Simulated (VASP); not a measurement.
# PbO2 (Fm-3m) in VASP: further runs

PbO2 is run at these levels: PBEsol; tasks: single point.

Everything below comes from runs of VASP 6.6.1. Logs are shortened: lines on timing, memory, paths and dates and some standing lists are left out, and cuts for length are marked.

## 1. The cell of the first run

Symmetry: Fm-3m, No. 225, cubic system. The conventional cell has a = 4.999 Å, b = 4.999 Å, c = 4.999 Å, α = 90.00°, β = 90.00°, γ = 90.00°. Pb (site symmetry m-3m) has 8 O at 2.16 Å within 2.9 Å. Within 2.9 Å of O (site symmetry -43m) lie 4 Pb at 2.16 Å and 6 O at 2.50 Å.

## 2. Single point, PBEsol

File INCAR:

```
  ALGO = Normal
  EDIFF = 1E-6
  ENCUT = 600
  GGA = PS
  GGA_COMPAT = False
  ISIF = 2
  ISMEAR = -1
  LASPH = True
  LCHARG = False
  LREAL = False
  LWAVE = False
  NBANDS = 20
  NELM = 120
  PREC = Accurate
  SIGMA = 0.1
```

File KPOINTS:

```
k-points
0
Gamma
  6 6 6
```

File POSCAR:

```
PbO2
1.0
    0.0000000000      2.4995532834      2.4995532834
    2.4995532834      0.0000000000      2.4995532834
    2.4995532834      2.4995532834      0.0000000000
Pb O
1 2
Direct
    0.0000000000      0.0000000000      0.0000000000
    0.2500000000      0.2500000000      0.2500000000
    0.7500000000      0.7500000000      0.7500000000
```

Potentials or basis: VASP PAW PBE potentials, release 64 (Pb_d, O).

The run is started by

```console
> cat potpaw_PBE.64/Pb_d/POTCAR potpaw_PBE.64/O/POTCAR > POTCAR
> mpirun -np 1 vasp_std > vasp.out
```

OUTCAR:

```text
EDIFF = 1E-6
   ENCUT = 600
   GGA = PS
   ISIF = 2
   ISMEAR = -1
   LASPH = True
   LREAL = False
   NELM = 120
   PREC = Accurate

 ion  position               nearest neighbor table
   1  0.000  0.000  0.000-   3 2.16   3 2.16   3 2.16   2 2.16   3 2.16   2 2.16   2 2.16   2 2.16

   2  0.250  0.250  0.250-   1 2.16   1 2.16   1 2.16   1 2.16
   3  0.750  0.750  0.750-   1 2.16   1 2.16   1 2.16   1 2.16

  LATTYP: Found a face centered cubic cell.
 ALAT       =     4.9991065668

  Lattice vectors:

 A1 = (   0.0000000000,   2.4995532834,   2.4995532834)
 A2 = (   2.4995532834,   0.0000000000,   2.4995532834)
 A3 = (   2.4995532834,   2.4995532834,   0.0000000000)

Analysis of symmetry for initial positions (statically):
=====================================================================
 Subroutine PRICEL returns:
 Original cell was already a primitive cell.

 Routine SETGRP: Setting up the symmetry group for a
 face centered cubic supercell.

 Subroutine GETGRP returns: Found 48 space group operations
 (whereof 48 operations were pure point group operations)
 out of a pool of 48 trial point group operations.

The static configuration has the point symmetry O_h .

Analysis of symmetry for dynamics (positions and initial velocities):
=====================================================================
 Subroutine PRICEL returns:
 Original cell was already a primitive cell.

 Routine SETGRP: Setting up the symmetry group for a
 face centered cubic supercell.

 Subroutine GETGRP returns: Found 48 space group operations
 (whereof 48 operations were pure point group operations)
 out of a pool of 48 trial point group operations.

The dynamic configuration has the point symmetry O_h .

 Subroutine INISYM returns: Found 48 space group operations
 (whereof 48 operations are pure point group operations),
 and found     1 'primitive' translations

----------------------------------------------------------------------------------------

                                     Primitive cell

  volume of cell :      31.2333

  direct lattice vectors                    reciprocal lattice vectors
     0.000000000  2.499553283  2.499553283    -0.200035744  0.200035744  0.200035744
     2.499553283  0.000000000  2.499553283     0.200035744 -0.200035744  0.200035744
     2.499553283  2.499553283  0.000000000     0.200035744  0.200035744 -0.200035744

  length of vectors
     3.534902153  3.534902153  3.534902153     0.346472071  0.346472071  0.346472071

  position of ions in fractional coordinates (direct lattice)
     0.000000000  0.000000000  0.000000000
     0.250000000  0.250000000  0.250000000
     0.750000000  0.750000000  0.750000000

  ion indices of the primitive-cell ions
   primitive index   ion index
                 1           1
                 2           2
                 3           3

----------------------------------------------------------------------------------------

 KPOINTS: k-points

Automatic generation of k-mesh.
 Grid dimensions read from file:
 generate k-points for:    6    6    6

 Generating k-lattice:

  Cartesian coordinates                     Fractional coordinates (reciprocal lattice)
    -0.033339291  0.033339291  0.033339291     0.166666667  0.000000000  0.000000000
     0.033339291 -0.033339291  0.033339291     0.000000000  0.166666667  0.000000000
     0.033339291  0.033339291 -0.033339291     0.000000000  0.000000000  0.166666667

  Length of vectors
     0.057745345  0.057745345  0.057745345

  Shift w.r.t. Gamma in fractional coordinates (k-lattice)
     0.000000000  0.000000000  0.000000000

 Subroutine IBZKPT returns following result:
 ===========================================

 Found     16 irreducible k-points:

 Following reciprocal coordinates:
            Coordinates               Weight
  0.000000  0.000000  0.000000      1.000000
  0.166667  0.000000  0.000000      8.000000
  0.333333  0.000000  0.000000      8.000000
  0.500000  0.000000  0.000000      4.000000
  0.166667  0.166667  0.000000      6.000000
  0.333333  0.166667  0.000000     24.000000
[... 8 lines left out ...]
 -0.333333  0.333333  0.166667     24.000000
 -0.333333  0.500000  0.166667     12.000000
   k-points           NKPTS =     16   k-points in BZ     NKDIM =     16   number of bands    NBANDS=     20
   number of dos      NEDOS =    301   number of ions     NIONS =      3
   total plane-waves  NPLWV =  21952
   dimension x,y,z NGX =    28 NGY =   28 NGZ =   28
   dimension x,y,z NGXF=    56 NGYF=   56 NGZF=   56
   ions per type =               1   2
   NGX,Y,Z   is equivalent  to a cutoff of  13.17, 13.17, 13.17 a.u.
   NGXF,Y,Z  is equivalent  to a cutoff of  26.34, 26.34, 26.34 a.u.
 SYSTEM =  unknown system
   PREC   = accura    normal or accurate (medium, high low for compatibility)
   ISTART =      0    job   : 0-new  1-cont  2-samecut
   ICHARG =      2    charge: 1-file 2-atom 10-const
   ISPIN  =      1    spin polarized calculation?
   LNONCOLLINEAR =      F non collinear calculations
   LSORBIT =      F    spin-orbit coupling
   LASPH  =      T    aspherical Exc in radial PAW
   ENCUT  =  600.0 eV  44.10 Ry    6.64 a.u.   7.06  7.06  7.06*2*pi/ulx,y,z
   NELM   =    120;   NELMIN=  2; NELMDL= -5     # of ELM steps
   EDIFF  = 0.1E-05   stopping-criterion for ELM
   LREAL  =      F    real-space projection
   EDIFFG = 0.1E-04   stopping-criterion for IOM
   NSW    =      0    number of steps for IOM
   IBRION =     -1    ionic relax: 0-MD 1-quasi-New 2-CG
   NFREE  =      0    steps in history (QN), initial steepest desc. (CG)
   ISIF   =      2    stress and relaxation
   ISYM   =      2    0-nonsym 1-usesym 2-fastsym
   POTIM  = 0.5000    time-step for ionic-motion
   TEBEG  =    0.0;   TEEND  =   0.0 temperature during run
   PSTRESS=    0.0 pullay stress
   NELECT =      26.0000    total number of electrons
   NUPDOWN=      -1.0000    fix difference up-down
   EMIN   =  10.00;   EMAX   =-10.00  energy-range for DOS
   EFERMI =   0.00;   METHOD = LEGACY
   ISMEAR =    -1;   SIGMA  =   0.10  broadening in eV -4-tet -1-fermi 0-gaus
   EFERMI_NEDOS =   21; number of points for ismear=-14 and -15
   IALGO  =     38    algorithm
   IMIX   =      4    mixing-type and parameters
     AMIX     =   0.40;   BMIX     =  1.00
     AMIX_MAG =   1.60;   BMIX_MAG =  1.00
  volume/ion in A,a.u.               =      10.41        70.26
  Fermi-wavevector in a.u.,A,eV,Ry     =   1.540022  2.910219 32.268493  2.371667
  Thomas-Fermi vector in A             =   2.646168
   LORBIT       =      0    0 simple, 1 ext, 2 COOP (PROOUT), +10 PAW based schemes
   GGA     = PS    functional components
   LHFCALC =     F    Hartree Fock is set to
   AEXX    =    0.0000 exact exchange contribution
   IVDW    =     0    specifies the selected vdW correction
   LEPSILON=     F    determine dielectric tensor
   LRPA    =     F    only Hartree local field effects (RPA)
 non-spin polarized calculation
  energy-cutoff  :      600.00
  volume of cell :       31.23
 maximum number of plane-waves:      1056
   NGX = 15   NGY = 15   NGZ = 15

 number of electron      26.0000002 magnetization

 Free energy of the ion-electron system (eV)
  ---------------------------------------------------
  ext. energy  EPLUGINS =         0.00000000
  ---------------------------------------------------
  free energy    TOTEN  =       -15.97113493 eV

  energy without entropy =      -15.96729663  energy(sigma->0) =      -15.96921578

 E-fermi :   9.1369     XC(G=0): -12.7355

 val. band max:        8.8784280913   @ k =  -0.3333   0.5000   0.1667
 cond. band min:      10.4109441094   @ k =   0.1667   0.0000   0.0000
 fundamental gap:      1.5325160181
 Fermi energy:         9.1369255531

 k-point     1 :       0.0000    0.0000    0.0000
  band No.  band energies     occupation
      1     -11.8601      2.00000
      2      -7.3211      2.00000
      3      -7.3211      2.00000
      4      -7.3211      2.00000
      5      -7.2453      2.00000
      6      -6.6812      2.00000
[... 12 lines left out ...]
     19      25.5909      0.00000
     20      25.5909      0.00000

 k-point     2 :       0.1667    0.0000    0.0000
  band No.  band energies     occupation
      1     -11.5392      2.00000
      2      -8.6066      2.00000
      3      -7.2496      2.00000
      4      -7.2496      2.00000
      5      -6.6868      2.00000
      6      -6.6868      2.00000
[... 12 lines left out ...]
     19      25.4864      0.00000
     20      25.4864      0.00000

 k-point     3 :       0.3333    0.0000    0.0000
  band No.  band energies     occupation
      1     -10.8941      2.00000
      2      -9.2822      2.00000
      3      -7.1513      2.00000
      4      -7.1513      2.00000
      5      -6.6417      2.00000
      6      -6.6417      2.00000
[... 12 lines left out ...]
     19      25.3913      0.00000
     20      26.0398      0.00000

 k-point     4 :       0.5000    0.0000    0.0000
  band No.  band energies     occupation
      1     -10.7006      2.00000
      2      -9.2015      2.00000
      3      -7.1320      2.00000
      4      -7.1320      2.00000
      5      -6.5830      2.00000
      6      -6.5829      2.00000
[... 12 lines left out ...]
     19      25.2297      0.00000
     20      25.3512      0.00000

 k-point     5 :       0.1667    0.1667    0.0000
  band No.  band energies     occupation
      1     -11.4202      2.00000
      2      -8.8569      2.00000
      3      -7.1851      2.00000
      4      -7.1851      2.00000
      5      -6.7525      2.00000
      6      -6.6452      2.00000
[... 12 lines left out ...]
     19      25.4567      0.00000
     20      25.8685      0.00000
[... 169 lines left out ...]
      6      -6.5361      2.00000
[... 12 lines left out ...]
     19      25.0554      0.00000
     20      27.7818      0.00000

 k-point    14 :       0.5000    0.3333    0.1667
  band No.  band energies     occupation
      1     -10.2907      2.00000
      2      -9.9072      2.00000
      3      -6.9209      2.00000
      4      -6.8926      2.00000
      5      -6.6878      2.00000
      6      -6.3704      2.00000
[... 12 lines left out ...]
     19      25.6347      0.00000
     20      27.4720      0.00000

 k-point    15 :      -0.3333    0.3333    0.1667
  band No.  band energies     occupation
      1     -10.2102      2.00000
      2      -9.8683      2.00000
      3      -6.8912      2.00000
      4      -6.8376      2.00000
      5      -6.6422      2.00000
      6      -5.7502      2.00000
[... 12 lines left out ...]
     19      25.8416      0.00000
     20      27.3882      0.00000

 k-point    16 :      -0.3333    0.5000    0.1667
  band No.  band energies     occupation
      1     -10.1798      2.00000
      2      -9.8351      2.00000
      3      -6.9614      2.00000
      4      -6.7044      2.00000
      5      -6.6183      2.00000
      6      -6.0556      2.00000
[... 12 lines left out ...]
     19      26.1489      0.00000
     20      26.7582      0.00000

------------------------ aborting loop because EDIFF is reached ----------------------------------------

  FORCE on cell =-STRESS in cart. coord.  units (eV):
  Direction    XX          YY          ZZ          XY          YZ          ZX
  --------------------------------------------------------------------------------------
  -------------------------------------------------------------------------------------
  Total        9.3330721      9.3330721      9.3330721      0.0000000      0.0000000      0.0000000
  in kB      478.7601650    478.7601650    478.7601650      0.0000000      0.0000000      0.0000000
  external PRESSURE =     478.7601650 kB  Pullay stress =       0.0000000 kB

 VOLUME and BASIS-vectors are now :
 -----------------------------------------------------------------------------
  energy-cutoff  :      600.00
  volume of cell :       31.23
      direct lattice vectors                 reciprocal lattice vectors
     0.000000000  2.499553283  2.499553283    -0.200035744  0.200035744  0.200035744
     2.499553283  0.000000000  2.499553283     0.200035744 -0.200035744  0.200035744
     2.499553283  2.499553283  0.000000000     0.200035744  0.200035744 -0.200035744

 POSITION                                       TOTAL-FORCE (eV/Angst)
 -----------------------------------------------------------------------------------
      0.00000      0.00000      0.00000        -0.000000     -0.000000      0.000000
      1.24978      1.24978      1.24978         0.000000      0.000000      0.000000
      3.74933      3.74933      3.74933        -0.000000     -0.000000     -0.000000
 -----------------------------------------------------------------------------------
    total drift:                                0.000000     -0.000000      0.000000

  FREE ENERGIE OF THE ION-ELECTRON SYSTEM (eV)
  ---------------------------------------------------
  free  energy   TOTEN  =       -15.9711349256 eV

  energy  without entropy=      -15.9672966343  energy(sigma->0) =      -15.96921578
```

It took 11 s on 1 thread of Intel Xeon 6975P-C (Granite Rapids), shared host; peak memory 0.16 GiB.

What came out:

| Item | Value |
| --- | --- |
| Free energy | -15.9711 eV |
| Pressure | 47.9 GPa |
| Band gap on the k mesh | zero (band 13 reaches 8.88 eV, above the bottom of band 14 at 8.13 eV) |

Caveat: the k points lie up to 0.36 Å⁻¹ apart; the PAW data sets were made with another functional, which shifts forces and pressure a little; spin-orbit coupling is left out, which moves the levels of the heavy elements.

## 3. Single point, PBEsol

This run uses another cell than the first one, of 10.71 Å³/atom, 1.029 times its volume.

File INCAR:

```
SYSTEM = PbO2
PREC = Accurate ; ENCUT = 600
EDIFF = 1E-6 ; ISMEAR = -1
SIGMA = 0.1 ; LREAL = .FALSE.
LASPH = .TRUE. ; NELM = 120
ALGO = Normal ; ISIF = 2
LWAVE = .FALSE. ; LCHARG = .TRUE.
GGA = PS ; LELF = .TRUE.
LVHAR = .TRUE. ; NBANDS = 20
GGA_COMPAT = .FALSE.
```

File KPOINTS:

```
regular mesh
0
G
  6 6 6
  0 0 0
```

File POSCAR:

```
PbO2
1.0
    0.0000000000      2.5234739070      2.5234739070
    2.5234739070      0.0000000000      2.5234739070
    2.5234739070      2.5234739070      0.0000000000
Pb O
1 2
Direct
    0.0000000000      0.0000000000      0.0000000000
    0.2500000000      0.2500000000      0.2500000000
    0.7500000000      0.7500000000      0.7500000000
```

Potentials or basis: VASP PAW PBE potentials, release 64 (Pb_d, O).

The run is started by

```console
> cat potpaw_PBE.64/Pb_d/POTCAR potpaw_PBE.64/O/POTCAR > POTCAR
> mpirun -np 1 vasp_std > vasp.out
```

Run time: 21 s. Hardware: 1 thread of Intel Xeon 6975P-C (Granite Rapids), shared host; peak memory 0.17 GiB.

It converged, with:

| Quantity | Value |
| --- | --- |
| Free energy | -16.2152 eV |
| Pressure | 38.0 GPa |
| Band gap on the k mesh | zero (band 13 reaches 8.42 eV, above the bottom of band 14 at 7.38 eV) |

Levels at points of the mesh, in eV from the Fermi level:
```
           k point  band 10  band 11  band 12  band 13  band 14  band 15  band 16  band 17
(0.00, 0.00, 0.00)    -2.56    -1.97    -1.97    -1.97    -1.30     7.09     7.09     7.09
(0.50, 0.00, 0.00)    -4.02    -4.02    -1.98    -1.98     3.73     7.40    10.78    10.78
(0.50, 0.50, 0.00)    -6.20    -0.77    -0.44    -0.44     2.31     7.28     9.44    12.58
```

Caveat: the PAW data sets were made with another functional, which shifts forces and pressure a little; spin-orbit coupling is left out, which moves the levels of the heavy elements.

## 4. Single point, PBEsol

This run uses another cell than the first one, of 11.01 Å³/atom, 1.058 times its volume.

INCAR is that of step 3.

KPOINTS is that of step 3.

File POSCAR:

```
PbO2
1.0
    0.0000000000      2.5469494310      2.5469494310
    2.5469494310      0.0000000000      2.5469494310
    2.5469494310      2.5469494310      0.0000000000
Pb O
1 2
Direct
    0.0000000000      0.0000000000      0.0000000000
    0.2500000000      0.2500000000      0.2500000000
    0.7500000000      0.7500000000      0.7500000000
```

The run is started by

```console
> cat potpaw_PBE.64/Pb_d/POTCAR potpaw_PBE.64/O/POTCAR > POTCAR
> mpirun -np 1 vasp_std > vasp.out
```

It took 19 s on 1 thread of Intel Xeon 6975P-C (Granite Rapids), shared host; peak memory 0.17 GiB.

The run converged. Its results:

* Free energy: -16.4073 eV
* Pressure: 29.4 GPa
* Band gap on the k mesh: zero (band 13 reaches 7.98 eV, above the bottom of band 14 at 6.68 eV)

Levels at points of the mesh, in eV from the Fermi level:
```
           k point  band 9  band 10  band 11  band 12  band 13  band 14  band 15  band 16  band 17  band 18
(0.00, 0.00, 0.00)   -2.53    -2.53    -1.90    -1.90    -1.90    -1.57     7.03     7.03     7.03    12.09
(0.50, 0.00, 0.00)   -4.45    -3.88    -3.88    -1.94    -1.94     3.50     7.33    10.54    10.54    15.56
(0.50, 0.50, 0.00)   -5.99    -5.99    -0.72    -0.43    -0.43     2.17     7.06     9.36    12.28    12.28
```

Caveat: the PAW data sets were made with another functional, which shifts forces and pressure a little; spin-orbit coupling is left out, which moves the levels of the heavy elements.

## 5. The runs side by side

```tsv
cell	gap on the mesh (eV)	pressure (GPa)
a = 3.535 Å, angles 60.0°, 3 atoms	none	47.9
a = 3.569 Å, angles 60.0°, 3 atoms	none	38.0
a = 3.602 Å, angles 60.0°, 3 atoms	none	29.4
```

Alike in all rows: task single point; level PBEsol; potentials or basis VASP PAW PBE potentials, release 64 (Pb_d, O); no spin polarisation; k mesh 6 × 6 × 6; cutoff (eV) 600; smearing fermi-dirac 0.1 eV.

Caveats: some runs use coarse meshes; the PAW data sets were made with another functional, which shifts forces and pressure a little; spin-orbit coupling is left out, which moves the levels of the heavy elements.

Total energies depend on the potentials used, so only differences within one code and one set of settings carry meaning.
